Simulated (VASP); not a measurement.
A run of VASP 6.6.1 is set up as follows.

File INCAR:

```
SYSTEM = Nb
PREC = Accurate ; ENCUT = 500
EDIFF = 1E-6 ; ISMEAR = -1
SIGMA = 0.1 ; LREAL = .False.
LASPH = .True. ; NELM = 120
ALGO = Normal ; ISIF = 2
LWAVE = .False. ; LCHARG = .False.
NBANDS = 12 ; GGA_COMPAT = .False.
```

The input KPOINTS:

```
Automatic mesh
0
Gamma
  9 9 9
  0 0 0
```

File POSCAR:

```
Nb
1.0
    2.6728484148      0.0000000000      0.0000000000
    0.0000000000      2.6728484148      0.0000000000
    0.0000000000      0.0000000000      2.6728484148
Nb
1
Direct
    0.0000000000      0.0000000000      0.0000000000
```

Potentials or basis: VASP PAW LDA potentials, release 64 (Nb_sv).

The run is started by

```sh
$ cat potpaw_LDA.64/Nb_sv/POTCAR > POTCAR
$ mpirun -np 1 vasp_std > vasp.out
```

(1) What does it give for the pressure?

## Answers

(1) -2.9 GPa.
